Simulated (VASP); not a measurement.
# Ga2As2CO in VASP: relaxation of the atoms with LDA

Aim: the relaxation of the atoms of Ga2As2CO with LDA.

All numbers are computed with VASP 6.6.1; they aren't measurements. Logs are shortened: lines on timing, memory, paths and dates and some standing lists are left out, and cuts for length are marked.

## 1. The cell of the first run

The cell holds a slab with vacuum, 6 atoms: a = 3.962 Å, b = 3.962 Å, c = 20.911 Å, α = 90.00°, β = 90.00°, γ = 90.00°.

## 2. Relaxation of the atoms, LDA

File INCAR:

```
SYSTEM = Ga2As2CO
PREC = Accurate
ENCUT = 520
EDIFF = 1E-6
ISMEAR = 0
SIGMA = 0.05
LREAL = .False.
LASPH = .True.
NELM = 100
ALGO = Normal
ISIF = 2
LWAVE = .False.
LCHARG = .False.
LDIPOL = .True.
IDIPOL = 3
DIPOL = 0.5 0.5 0.359
IBRION = 2
NSW = 36
EDIFFG = -0.025
KPAR = 4
```

File KPOINTS:

```
regular mesh
0
Gamma
  7 7 1
  0 0 0
```

File POSCAR:

```
Ga2As2CO
1.0
    3.9617670078      0.0000000000      0.0000000000
    0.0000000000      3.9617670078      0.0000000000
    0.0000000000      0.0000000000     20.9111875407
As Ga C O
2 2 1 1
Selective dynamics
Direct
    0.0000000000      0.5000000000      0.1912851670  F F F
    0.5000000000      0.0000000000      0.3303829671  F F F
    0.5000000000      0.5000000000      0.2582682666  F F F
    0.0000000000      0.0000000000      0.3950606595  F F F
    0.2500000000      0.2500000000      0.4617624877  F F T
    0.2500000000      0.2500000000      0.5167569732  F F T
```

Potentials or basis: VASP PAW LDA potentials, release 64 (As, Ga_d, C, O).

Command:

```bash
$ cat potpaw_LDA.64/As/POTCAR potpaw_LDA.64/Ga_d/POTCAR potpaw_LDA.64/C/POTCAR potpaw_LDA.64/O/POTCAR > POTCAR
$ mpirun -np 4 vasp_std > vasp.out
```

OUTCAR:

```text
SYSTEM = Ga2As2CO
   PREC = Accurate
   ENCUT = 520
   EDIFF = 1E-6
   ISMEAR = 0
   LREAL = .False.
   LASPH = .True.
   NELM = 100
   ISIF = 2
   IBRION = 2
   NSW = 36
   EDIFFG = -0.025

 ion  position               nearest neighbor table
   1  0.000  0.500  0.191-   3 2.43   3 2.43
   2  0.500  0.000  0.330-   4 2.40   4 2.40   3 2.49   3 2.49
   3  0.500  0.500  0.258-   1 2.43   1 2.43   2 2.49   2 2.49
   4  0.000  0.000  0.395-   5 1.98   2 2.40   2 2.40
   5  0.250  0.250  0.462-   6 1.15   4 1.98
   6  0.250  0.250  0.517-   5 1.15

  LATTYP: Found a simple tetragonal cell.
 ALAT       =     3.9617670078
 C/A-ratio  =     5.2782476858

  Lattice vectors:

 A1 = (   3.9617670078,   0.0000000000,   0.0000000000)
 A2 = (   0.0000000000,   3.9617670078,   0.0000000000)
 A3 = (   0.0000000000,   0.0000000000,  20.9111875407)

Analysis of symmetry for initial positions (statically):
=====================================================================
 Subroutine PRICEL returns:
 Original cell was already a primitive cell.

 Routine SETGRP: Setting up the symmetry group for a
 simple tetragonal supercell.

 Subroutine GETGRP returns: Found  1 space group operations
 (whereof  1 operations were pure point group operations)
 out of a pool of 16 trial point group operations.

The static configuration has the point symmetry C_1 .

Analysis of symmetry for dynamics (positions and initial velocities):
=====================================================================
 Subroutine PRICEL returns:
 Original cell was already a primitive cell.

 Routine SETGRP: Setting up the symmetry group for a
 simple tetragonal supercell.

 Subroutine GETGRP returns: Found  1 space group operations
 (whereof  1 operations were pure point group operations)
 out of a pool of 16 trial point group operations.

The dynamic configuration has the point symmetry C_1 .

Analysis of constrained symmetry for selective dynamics:
=====================================================================
 Subroutine PRICEL returns:
 Original cell was already a primitive cell.

 Routine SETGRP: Setting up the symmetry group for a
 simple tetragonal supercell.

 Subroutine GETGRP returns: Found  1 space group operations
 (whereof  1 operations were pure point group operations)
 out of a pool of 16 trial point group operations.

The constrained configuration has the point symmetry C_1 .

 Subroutine INISYM returns: Found  1 space group operations
 (whereof  1 operations are pure point group operations),
 and found     1 'primitive' translations

----------------------------------------------------------------------------------------

                                     Primitive cell

  volume of cell :     328.2136

  direct lattice vectors                    reciprocal lattice vectors
     3.961767008  0.000000000  0.000000000     0.252412622  0.000000000  0.000000000
     0.000000000  3.961767008  0.000000000     0.000000000  0.252412622  0.000000000
     0.000000000  0.000000000 20.911187541     0.000000000  0.000000000  0.047821292

  length of vectors
     3.961767008  3.961767008 20.911187541     0.252412622  0.252412622  0.047821292

  position of ions in fractional coordinates (direct lattice)
     0.000000000  0.500000000  0.191285167
     0.500000000  0.000000000  0.330382967
     0.500000000  0.500000000  0.258268267
     0.000000000  0.000000000  0.395060659
     0.250000000  0.250000000  0.461762488
     0.250000000  0.250000000  0.516756973

  ion indices of the primitive-cell ions
   primitive index   ion index
                 1           1
                 2           2
                 3           3
                 4           4
[... 53 lines left out ...]
  0.285714  0.428571  0.000000      2.000000
  0.428571  0.428571  0.000000      2.000000
   k-points           NKPTS =     25   k-points in BZ     NKDIM =     25   number of bands    NBANDS=     27
   number of dos      NEDOS =    301   number of ions     NIONS =      6
   total plane-waves  NPLWV = 144000
   dimension x,y,z NGX =    30 NGY =   30 NGZ =  160
   dimension x,y,z NGXF=    60 NGYF=   60 NGZF=  320
   ions per type =               2   2   1   1
   NGX,Y,Z   is equivalent  to a cutoff of  12.59, 12.59, 12.72 a.u.
   NGXF,Y,Z  is equivalent  to a cutoff of  25.18, 25.18, 25.44 a.u.
 SYSTEM =  Ga2As2CO
   PREC   = accura    normal or accurate (medium, high low for compatibility)
   ISTART =      0    job   : 0-new  1-cont  2-samecut
   ICHARG =      2    charge: 1-file 2-atom 10-const
   ISPIN  =      1    spin polarized calculation?
   LNONCOLLINEAR =      F non collinear calculations
   LSORBIT =      F    spin-orbit coupling
   LASPH  =      T    aspherical Exc in radial PAW
   ENCUT  =  520.0 eV  38.22 Ry    6.18 a.u.   7.37  7.37 38.88*2*pi/ulx,y,z
   NELM   =    100;   NELMIN=  2; NELMDL= -5     # of ELM steps
   EDIFF  = 0.1E-05   stopping-criterion for ELM
   LREAL  =      F    real-space projection
   EDIFFG = -.3E-01   stopping-criterion for IOM
   NSW    =     36    number of steps for IOM
   IBRION =      2    ionic relax: 0-MD 1-quasi-New 2-CG
   NFREE  =      1    steps in history (QN), initial steepest desc. (CG)
   ISIF   =      2    stress and relaxation
   ISYM   =      2    0-nonsym 1-usesym 2-fastsym
   POTIM  = 0.5000    time-step for ionic-motion
   TEBEG  =    0.0;   TEEND  =   0.0 temperature during run
   PSTRESS=    0.0 pullay stress
   NELECT =      46.0000    total number of electrons
   NUPDOWN=      -1.0000    fix difference up-down
   EMIN   =  10.00;   EMAX   =-10.00  energy-range for DOS
   EFERMI =   0.00;   METHOD = LEGACY
   ISMEAR =     0;   SIGMA  =   0.05  broadening in eV -4-tet -1-fermi 0-gaus
   EFERMI_NEDOS =   21; number of points for ismear=-14 and -15
   IALGO  =     38    algorithm
   IMIX   =      4    mixing-type and parameters
     AMIX     =   0.40;   BMIX     =  1.00
     AMIX_MAG =   1.60;   BMIX_MAG =  1.00
  volume/ion in A,a.u.               =      54.70       369.15
  Fermi-wavevector in a.u.,A,eV,Ry     =   0.850371  1.606969  9.838799  0.723131
  Thomas-Fermi vector in A             =   1.966338
   LORBIT       =      0    0 simple, 1 ext, 2 COOP (PROOUT), +10 PAW based schemes
   GGA     = CA    functional components
   LHFCALC =     F    Hartree Fock is set to
   AEXX    =    0.0000 exact exchange contribution
   IVDW    =     0    specifies the selected vdW correction
   LEPSILON=     F    determine dielectric tensor
   LRPA    =     F    only Hartree local field effects (RPA)
 conjugate gradient relaxation of ions
 non-spin polarized calculation
 Gauss-broadening in eV      SIGMA  =   0.05
  energy-cutoff  :      520.00
  volume of cell :      328.21
 maximum number of plane-waves:      8899
 NGX is ok and might be reduce to    30
   NGX = 15   NGY = 15   NGZ = 77

--------------------------------------- Ionic step        1  -------------------------------------------

 number of electron      45.9999981 magnetization

 Free energy of the ion-electron system (eV)
  ---------------------------------------------------
  ext. energy  EPLUGINS =         0.00000000
  ---------------------------------------------------
  free energy    TOTEN  =       -31.98171999 eV

  energy without entropy =      -31.97495488  energy(sigma->0) =      -31.97833744

------------------------ aborting loop because EDIFF is reached ----------------------------------------

  FORCE on cell =-STRESS in cart. coord.  units (eV):
  Direction    XX          YY          ZZ          XY          YZ          ZX
  --------------------------------------------------------------------------------------
  -------------------------------------------------------------------------------------
  Total       -1.3910976     -3.0425023      2.5089531     -0.1865192      1.1668715     -0.5474499
  in kB       -6.7906541    -14.8520002     12.2474751     -0.9104949      5.6960928     -2.6723810
  external PRESSURE =      -3.1317264 kB  Pullay stress =       0.0000000 kB
[... 61 lines left out ...]
  FREE ENERGIE OF THE ION-ELECTRON SYSTEM (eV)
  ---------------------------------------------------
  free  energy   TOTEN  =       -31.8022642144 eV

  energy  without entropy=      -31.7954191355  energy(sigma->0) =      -31.79884167

 dipolmoment           0.000000      0.000000      0.006230 electrons x Angstroem

--------------------------------------- Ionic step        3  -------------------------------------------

 number of electron      45.9999981 magnetization

------------------------ aborting loop because EDIFF is reached ----------------------------------------
[... 29 lines left out ...]
  FREE ENERGIE OF THE ION-ELECTRON SYSTEM (eV)
  ---------------------------------------------------
  free  energy   TOTEN  =       -31.9875462348 eV

  energy  without entropy=      -31.9807731456  energy(sigma->0) =      -31.98415969

[... ionic steps 4 to 7 ...]

--------------------------------------- Ionic step        8  -------------------------------------------

 number of electron      45.9999981 magnetization

------------------------ aborting loop because EDIFF is reached ----------------------------------------
[... 75 lines left out ...]
--------------------------------------- Ionic step       10  -------------------------------------------

 number of electron      45.9999981 magnetization

 dipolmoment           0.000000      0.000000     -0.048684 electrons x Angstroem

 Free energy of the ion-electron system (eV)
  ---------------------------------------------------
  ext. energy  EPLUGINS =         0.00000000
  ---------------------------------------------------
  free energy    TOTEN  =       -32.08247279 eV

  energy without entropy =      -32.07538568  energy(sigma->0) =      -32.07892924

 E-fermi :  -2.3649     XC(G=0):  -4.2612

 val. band max:       -2.3664441836   @ k =  -0.4286   0.2857   0.0000
 cond. band min:      -2.3420771532   @ k =   0.1429   0.4286   0.0000
 fundamental gap:      0.0243670304
 Fermi energy:        -2.3649213325

 k-point     1 :       0.0000    0.0000    0.0000
  band No.  band energies     occupation
      1     -26.5334      2.00000
      2     -17.6341      2.00000
      3     -17.5941      2.00000
      4     -17.5155      2.00000
      5     -17.4995      2.00000
      6     -17.4862      2.00000
[... 709 lines left out ...]
     26      -0.4082      0.00000
     27       0.5271      0.00000

 [... further k-points ...]

------------------------ aborting loop because EDIFF is reached ----------------------------------------

 vacuum level on the upper side and lower side of the slab       (xc-potential included)        -0.281         0.267

  FORCE on cell =-STRESS in cart. coord.  units (eV):
  Direction    XX          YY          ZZ          XY          YZ          ZX
  --------------------------------------------------------------------------------------
  -------------------------------------------------------------------------------------
  Total       -1.6913942     -3.2741748     -0.5441846     -0.3713991      0.2420438     -0.8617395
  in kB       -8.2565548    -15.9829113     -2.6564415     -1.8129878      1.1815387     -4.2065882
  external PRESSURE =      -8.9653025 kB  Pullay stress =       0.0000000 kB
[... 21 lines left out ...]
  FREE ENERGIE OF THE ION-ELECTRON SYSTEM (eV)
  ---------------------------------------------------
  free  energy   TOTEN  =       -32.0824727938 eV

  energy  without entropy=      -32.0753856773  energy(sigma->0) =      -32.07892924

 reached required accuracy - stopping structural energy minimisation

 vacuum level on the upper side and lower side of the slab         2.870         3.431
```

Wall time 11 min (4 MPI ranks of Intel Xeon Platinum 8259CL at 2.50GHz (Skylake/Cascade Lake), shared host); peak memory 0.47 GiB.

What came out:

```
Free energy               : -32.0825 eV
Energy gained by relaxing : 16.8 meV/atom
Ionic steps               : 10
Band gap on the k mesh    : zero (bands 23 and 24 overlap by 1.08 eV)
```

The path:
```csv
step,energy change (eV),largest force on free atoms (eV/Å),pressure (GPa)
1,0.0000,1.2920,-0.31
2,0.1795,5.9033,-1.64
3,-0.0058,0.8117,-0.53
4,-0.0307,0.7063,-0.61
5,-0.0802,0.4467,-0.78
6,-0.0961,0.3080,-1.00
7,-0.1003,0.2462,-0.96
8,-0.1005,0.2273,-0.94
9,-0.0058,4.9025,0.03
10,-0.1008,0.0023,-0.90
```

Final structure:
```
CELL_PARAMETERS angstrom
3.96177 0.00000 0.00000
0.00000 3.96177 0.00000
0.00000 0.00000 20.91119
ATOMIC_POSITIONS crystal
As 0.00000 0.50000 0.19129
As 0.50000 0.00000 0.33038
Ga 0.50000 0.50000 0.25827
Ga 0.00000 0.00000 0.39506
C 0.25000 0.25000 0.47226
O 0.25000 0.25000 0.52752
```

Levels at points of the mesh, in eV from the Fermi level:
```csv
k point,band 21,band 22,band 23,band 24,band 25,band 26
"(0.00, 0.00, 0.00)",-1.37,-0.41,0.67,0.86,1.59,1.89
```
